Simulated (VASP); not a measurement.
# PbS (F-43m) in VASP: single point with r2SCAN

Aim: the single point of PbS with r2SCAN.

All numbers are computed with VASP 6.6.1; they aren't measurements. Logs are shortened: lines on timing, memory, paths and dates and some standing lists are left out, and cuts for length are marked.

### Step 1. The cell of the first run

The structure is cubic, space group F-43m (No. 216). Conventional cell: a = 6.602 Å, b = 6.602 Å, c = 6.602 Å, α = 90.00°, β = 90.00°, γ = 90.00°. Pb (site symmetry -43m) has 4 S at 2.86 Å within 3.8 Å. S (site symmetry -43m) has 4 Pb at 2.86 Å within 3.8 Å.

### Step 2. Single point, r2SCAN

File POSCAR:

```
PbS
1.0
    0.0000000000      3.3009774971      3.3009774971
    3.3009774971      0.0000000000      3.3009774971
    3.3009774971      3.3009774971      0.0000000000
Pb S
1 1
Direct
    0.0000000000      0.0000000000      0.0000000000
    0.2500000000      0.2500000000      0.2500000000
```

File INCAR.step1:

```
  ALGO = Normal
  EDIFF = 1E-5
  ENCUT = 550
  GGA = PE
  GGA_COMPAT = False
  ISMEAR = 0
  ISYM = -1
  LASPH = True
  LCHARG = False
  LREAL = False
  LWAVE = True
  NBANDS = 17
  NELM = 120
  PREC = Accurate
  SIGMA = 0.01
```

File INCAR.step2:

```
  ALGO = Normal
  EDIFF = 1E-6
  ENCUT = 550
  GGA_COMPAT = False
  ISIF = 2
  ISMEAR = 0
  ISTART = 1
  ISYM = -1
  LASPH = True
  LCHARG = True
  LELF = True
  LMIXTAU = True
  LREAL = False
  LVHAR = True
  LWAVE = False
  METAGGA = R2SCAN
  NBANDS = 17
  NELM = 120
  PREC = Accurate
  SIGMA = 0.01
```

File KPOINTS:

```
explicit points
32
Reciprocal
  0.00000000   0.00000000   0.12500000 2
  0.00000000   0.00000000   0.37500000 2
  0.00000000   0.25000000   0.12500000 2
  0.00000000   0.25000000   0.37500000 2
  0.00000000   0.25000000   0.62500000 2
  0.00000000   0.25000000   0.87500000 2
  0.00000000   0.50000000   0.12500000 2
  0.00000000   0.50000000   0.37500000 2
  0.25000000   0.00000000   0.12500000 2
  0.25000000   0.00000000   0.37500000 2
  0.25000000   0.00000000   0.62500000 2
  0.25000000   0.00000000   0.87500000 2
  0.25000000   0.25000000   0.12500000 2
  0.25000000   0.25000000   0.37500000 2
  0.25000000   0.25000000   0.62500000 2
  0.25000000   0.25000000   0.87500000 2
  0.25000000   0.50000000   0.12500000 2
  0.25000000   0.50000000   0.37500000 2
  0.25000000   0.50000000   0.62500000 2
  0.25000000   0.50000000   0.87500000 2
  0.25000000   0.75000000   0.12500000 2
  0.25000000   0.75000000   0.37500000 2
  0.25000000   0.75000000   0.62500000 2
  0.25000000   0.75000000   0.87500000 2
  0.50000000   0.00000000   0.12500000 2
  0.50000000   0.00000000   0.37500000 2
  0.50000000   0.25000000   0.12500000 2
  0.50000000   0.25000000   0.37500000 2
  0.50000000   0.25000000   0.62500000 2
  0.50000000   0.25000000   0.87500000 2
  0.50000000   0.50000000   0.12500000 2
  0.50000000   0.50000000   0.37500000 2
```

Potentials or basis: VASP PAW PBE potentials, release 64 (Pb_d, S).

Launch:

```console
cat potpaw_PBE.64/Pb_d/POTCAR potpaw_PBE.64/S/POTCAR > POTCAR
cp INCAR.step1 INCAR
mpirun -np 1 vasp_std > vasp.out
cp INCAR.step2 INCAR
mpirun -np 1 vasp_std > vasp.out
```

OUTCAR:

```text
EDIFF = 1E-6
   ENCUT = 550
   ISIF = 2
   ISMEAR = 0
   ISTART = 1
   ISYM = -1
   LASPH = True
   LREAL = False
   METAGGA = R2SCAN
   NELM = 120
   PREC = Accurate

 ion  position               nearest neighbor table
   1  0.000  0.000  0.000-   2 2.86   2 2.86   2 2.86   2 2.86
   2  0.250  0.250  0.250-   1 2.86   1 2.86   1 2.86   1 2.86

IMPORTANT INFORMATION: All symmetrisations will be switched off!
NOSYMM: (Re-)initialisation of all symmetry stuff for point group C_1.

----------------------------------------------------------------------------------------

                                     Primitive cell

  volume of cell :      71.9379

  direct lattice vectors                    reciprocal lattice vectors
     0.000000000  3.300977497  3.300977497    -0.151470284  0.151470284  0.151470284
     3.300977497  0.000000000  3.300977497     0.151470284 -0.151470284  0.151470284
     3.300977497  3.300977497  0.000000000     0.151470284  0.151470284 -0.151470284

  length of vectors
     4.668287145  4.668287145  4.668287145     0.262354228  0.262354228  0.262354228

  position of ions in fractional coordinates (direct lattice)
     0.000000000  0.000000000  0.000000000
     0.250000000  0.250000000  0.250000000

  ion indices of the primitive-cell ions
   primitive index   ion index
                 1           1
                 2           2

----------------------------------------------------------------------------------------

 KPOINTS: explicit points

Read explicit list of k-points.

 Found     32 k-points:

 Following reciprocal coordinates:
            Coordinates               Weight
  0.000000  0.000000  0.125000      0.031250
  0.000000  0.000000  0.375000      0.031250
  0.000000  0.250000  0.125000      0.031250
  0.000000  0.250000  0.375000      0.031250
  0.000000  0.250000  0.625000      0.031250
  0.000000  0.250000  0.875000      0.031250
[... 16 lines left out ...]
  0.250000  0.750000  0.625000      0.031250
  0.250000  0.750000  0.875000      0.031250
 [... further k-points ...]
   k-points           NKPTS =     32   k-points in BZ     NKDIM =     32   number of bands    NBANDS=     17
   number of dos      NEDOS =    301   number of ions     NIONS =      2
   total plane-waves  NPLWV =  46656
   dimension x,y,z NGX =    36 NGY =   36 NGZ =   36
   dimension x,y,z NGXF=    72 NGYF=   72 NGZF=   72
   ions per type =               1   1
   NGX,Y,Z   is equivalent  to a cutoff of  12.82, 12.82, 12.82 a.u.
   NGXF,Y,Z  is equivalent  to a cutoff of  25.64, 25.64, 25.64 a.u.
 SYSTEM =  unknown system
   PREC   = accura    normal or accurate (medium, high low for compatibility)
   ISTART =      1    job   : 0-new  1-cont  2-samecut
   ICHARG =      0    charge: 1-file 2-atom 10-const
   ISPIN  =      1    spin polarized calculation?
   LNONCOLLINEAR =      F non collinear calculations
   LSORBIT =      F    spin-orbit coupling
   LASPH  =      T    aspherical Exc in radial PAW
   ENCUT  =  550.0 eV  40.42 Ry    6.36 a.u.   8.93  8.93  8.93*2*pi/ulx,y,z
   NELM   =    120;   NELMIN=  2; NELMDL=  0     # of ELM steps
   EDIFF  = 0.1E-05   stopping-criterion for ELM
   LREAL  =      F    real-space projection
   EDIFFG = 0.1E-04   stopping-criterion for IOM
   NSW    =      0    number of steps for IOM
   IBRION =     -1    ionic relax: 0-MD 1-quasi-New 2-CG
   NFREE  =      0    steps in history (QN), initial steepest desc. (CG)
   ISIF   =      2    stress and relaxation
   ISYM   =     -1    0-nonsym 1-usesym 2-fastsym
   POTIM  = 0.5000    time-step for ionic-motion
   TEBEG  =    0.0;   TEEND  =   0.0 temperature during run
   PSTRESS=    0.0 pullay stress
   NELECT =      20.0000    total number of electrons
   NUPDOWN=      -1.0000    fix difference up-down
   EMIN   =  10.00;   EMAX   =-10.00  energy-range for DOS
   EFERMI =   0.00;   METHOD = LEGACY
   ISMEAR =     0;   SIGMA  =   0.01  broadening in eV -4-tet -1-fermi 0-gaus
   EFERMI_NEDOS =   21; number of points for ismear=-14 and -15
   IALGO  =     38    algorithm
   IMIX   =      4    mixing-type and parameters
     AMIX     =   0.40;   BMIX     =  1.00
     AMIX_MAG =   1.60;   BMIX_MAG =  1.00
  volume/ion in A,a.u.               =      35.97       242.73
  Fermi-wavevector in a.u.,A,eV,Ry     =   1.068478  2.019131 15.533028  1.141645
  Thomas-Fermi vector in A             =   2.204127
   LORBIT       =      0    0 simple, 1 ext, 2 COOP (PROOUT), +10 PAW based schemes
   METAGGA = R2SCAN    functional components
   LHFCALC =     F    Hartree Fock is set to
   AEXX    =    0.0000 exact exchange contribution
   IVDW    =     0    specifies the selected vdW correction
   LEPSILON=     F    determine dielectric tensor
   LRPA    =     F    only Hartree local field effects (RPA)
 non-spin polarized calculation
 Gauss-broadening in eV      SIGMA  =   0.01
  energy-cutoff  :      550.00
  volume of cell :       71.94
 maximum number of plane-waves:      2118
 NGX is ok and might be reduce to    36
   NGX = 17   NGY = 17   NGZ = 17

 number of electron      19.9999996 magnetization

 Free energy of the ion-electron system (eV)
  ---------------------------------------------------
  ext. energy  EPLUGINS =         0.00000000
  ---------------------------------------------------
  free energy    TOTEN  =       -65.11249078 eV

  energy without entropy =      -65.11249078  energy(sigma->0) =      -65.11249078

 E-fermi :   2.5566     XC(G=0):  -8.4690

 val. band max:        2.4831825995   @ k =   0.5000   0.2500   0.6250
 cond. band min:       3.9853693396   @ k =   0.5000   0.5000   0.1250
 fundamental gap:      1.5021867401
 Fermi energy:         2.5566193419

 k-point     1 :       0.0000    0.0000    0.1250
  band No.  band energies     occupation
      1     -14.5499      2.00000
      2     -14.5423      2.00000
      3     -14.5423      2.00000
      4     -14.5023      2.00000
      5     -14.5023      2.00000
      6     -10.4139      2.00000
[... 9 lines left out ...]
     16      11.1921      0.00000
     17      12.1169      0.00000
[... 441 lines left out ...]
 k-point    24 :       0.2500    0.7500    0.8750
  band No.  band energies     occupation
      1     -14.5837      2.00000
      2     -14.5309      2.00000
      3     -14.5265      2.00000
      4     -14.5039      2.00000
      5     -14.4976      2.00000
      6      -9.7280      2.00000
[... 9 lines left out ...]
     16      11.9891      0.00000
     17      12.8658      0.00000

 [... further k-points ...]

------------------------ aborting loop because EDIFF is reached ----------------------------------------

  FORCE on cell =-STRESS in cart. coord.  units (eV):
  Direction    XX          YY          ZZ          XY          YZ          ZX
  --------------------------------------------------------------------------------------
  -------------------------------------------------------------------------------------
  Total       -0.0016886     -0.0016889     -0.0016896      0.0139409     -0.0138974     -0.0138976
  in kB       -0.0376082     -0.0376155     -0.0376292      0.3104869     -0.3095187     -0.3095223
  external PRESSURE =      -0.0376176 kB  Pullay stress =       0.0000000 kB

 VOLUME and BASIS-vectors are now :
 -----------------------------------------------------------------------------
  energy-cutoff  :      550.00
  volume of cell :       71.94
      direct lattice vectors                 reciprocal lattice vectors
     0.000000000  3.300977497  3.300977497    -0.151470284  0.151470284  0.151470284
     3.300977497  0.000000000  3.300977497     0.151470284 -0.151470284  0.151470284
     3.300977497  3.300977497  0.000000000     0.151470284  0.151470284 -0.151470284

 POSITION                                       TOTAL-FORCE (eV/Angst)
 -----------------------------------------------------------------------------------
      0.00000      0.00000      0.00000         0.005726      0.005728     -0.005726
      1.65049      1.65049      1.65049        -0.005726     -0.005728      0.005726
 -----------------------------------------------------------------------------------
    total drift:                                0.000012      0.000014      0.000013

  FREE ENERGIE OF THE ION-ELECTRON SYSTEM (eV)
  ---------------------------------------------------
  free  energy   TOTEN  =       -65.1124907839 eV

  energy  without entropy=      -65.1124907839  energy(sigma->0) =      -65.11249078
```

OUTCAR.step1:

```text
EDIFF = 1E-5
   ENCUT = 550
   GGA = PE
   ISMEAR = 0
   ISYM = -1
[... 646 lines left out ...]
 -----------------------------------------------------------------------------------
      0.00000      0.00000      0.00000         0.006807      0.006794     -0.006805
      1.65049      1.65049      1.65049        -0.006807     -0.006794      0.006805
 -----------------------------------------------------------------------------------
    total drift:                                0.000051      0.000011     -0.000033

  FREE ENERGIE OF THE ION-ELECTRON SYSTEM (eV)
  ---------------------------------------------------
  free  energy   TOTEN  =        -8.4056691582 eV

  energy  without entropy=       -8.4056691582  energy(sigma->0) =       -8.40566916
```

Run time: 64 s. Hardware: 1 thread of Intel Xeon 6975P-C (Granite Rapids), shared host; peak memory 0.23 GiB.

Results:

```
Free energy            : -65.1125 eV
Pressure               : 0.0 GPa
Band gap on the k mesh : 1.50 eV (least direct gap 1.69 eV)
```

Caveat: the structure was generated, so it needn't be the stable form of PbS; the PAW data sets were made with another functional, which shifts forces and pressure a little; spin-orbit coupling is left out, which moves the levels of the heavy elements; a shifted mesh leaves out Γ, where band edges can lie. A k mesh can miss the band edges.
